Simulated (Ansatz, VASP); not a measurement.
**Two plane-wave programs on KC**

INCAR

```
PREC = Accurate ; ENCUT = 520
EDIFF = 1E-6 ; ISMEAR = 0
SIGMA = 0.1 ; LREAL = F
LASPH = T ; NELM = 60
ALGO = Normal ; ISIF = 2
LWAVE = F ; LCHARG = F
GGA = PE ; NBANDS = 14
```

File KPOINTS:

```
regular mesh
0
Gamma
  6 6 4
```

File POSCAR:

```
KC
1.0
    2.3324708900     -2.9280367300      0.0000000000
    2.3324708900      2.9280367300      0.0000000000
    0.0000000000      0.0000000000      5.6126797200
K C
1 1
Direct
    0.5000000000      0.5000000000      0.5000000000
    0.5000000000      0.5000000000      0.0000000000
```

Input for Ansatz:

```yaml
crystal:
  lattice:
    - [2.33247089, -2.92803673, 0.0]
    - [2.33247089, 2.92803673, 0.0]
    - [0.0, 0.0, 5.61267972]
  atoms:
    - { symbol: K, position: [0.5, 0.5, 0.5] }
    - { symbol: C, position: [0.5, 0.5, 0.0] }
basis:
  ecutwfc: 420
kpoints:
  mp_grid: { grid: [6, 6, 4] }
hamiltonian:
  xc: pbe
scf:
  occupations: { method: gaussian, width: 0.1 }
  lower_state_search: "off"
output:
  forces: true
  stress: true
  eigenvalues: true
```

Alike in both runs: task single point; functional PBE; k mesh 6 × 6 × 4; occupations gaussian, width 0.1 eV; no spin polarisation.

|  | VASP | Ansatz |
| --- | --- | --- |
| version | VASP 6.6.1 | Ansatz 0.2.0 |
| potentials or method | VASP PAW PBE potentials, release 64 (K_sv, C), cutoff 520 eV | scalar-relativistic, plane waves, PAW |
| valence electrons in the cell | 13 | 13 |

```csv
,VASP,Ansatz,Ansatz less VASP
gap on the k mesh at the Fermi level (eV),none,none,-
pressure (GPa),-2.1,-2.1,-0.01
"traceless stress, the component that is largest in VASP (GPa)",-1.58,-1.64,-0.059
```

A gap of «none» marks a metal or a gap that the smearing closes.
